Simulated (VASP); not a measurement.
Here is a VASP 6.6.1 calculation.

Contents of INCAR:

```
PREC     = Accurate       # precision mode
ENCUT    = 520            # plane-wave cutoff, eV
EDIFF    = 1E-7           # SCF threshold, eV
ISMEAR   = 0              # smearing method
SIGMA    = 0.1            # smearing width, eV
LREAL    = F              # projectors in reciprocal space
LASPH    = T              # aspherical terms in the spheres
NELM     = 60             # most SCF steps
ALGO     = Normal         # electronic algorithm
ISIF     = 2              # what is computed and relaxed
LWAVE    = F              # write WAVECAR
LCHARG   = F              # write CHGCAR
GGA      = PE             # functional
NBANDS   = 18             # bands
```

File KPOINTS:

```
Automatic mesh
0
Gamma
  6 6 2
```

POSCAR

```
Na2H5
1.0
    2.1066136200     -2.2313066600      0.0000000000
    2.1066136200      2.2313066600      0.0000000000
    0.0000000000      0.0000000000      8.3598625700
Na H
2 5
Direct
    0.0000000000      0.0000000000      0.7329275400
    0.5000000000      0.5000000000      0.2654094800
    0.0000000000      0.5000000000      0.4585194900
    0.5000000000      0.0000000000      0.4585194900
    0.2106064200      0.7893935800      0.4817884200
    0.7893935800      0.2106064200      0.4817884200
    0.0000000000      0.0000000000      0.2592156900
```

Potentials or basis: VASP PAW PBE potentials, release 64 (Na_pv, H).

Run with:

```sh
$ cat potpaw_PBE.64/Na_pv/POTCAR potpaw_PBE.64/H/POTCAR > POTCAR
$ mpirun -np 1 vasp_std > vasp.out
```

(1) What does it give for the largest force?

(2) Estimate the pressure.

Answers

(1) 1.078 eV/Å.

(2) 4.5 GPa.

Caveat: the k points lie up to 0.38 Å⁻¹ apart; forces of over 1 eV/Å act on the atoms, so gaps and moduli don't describe the material at rest.
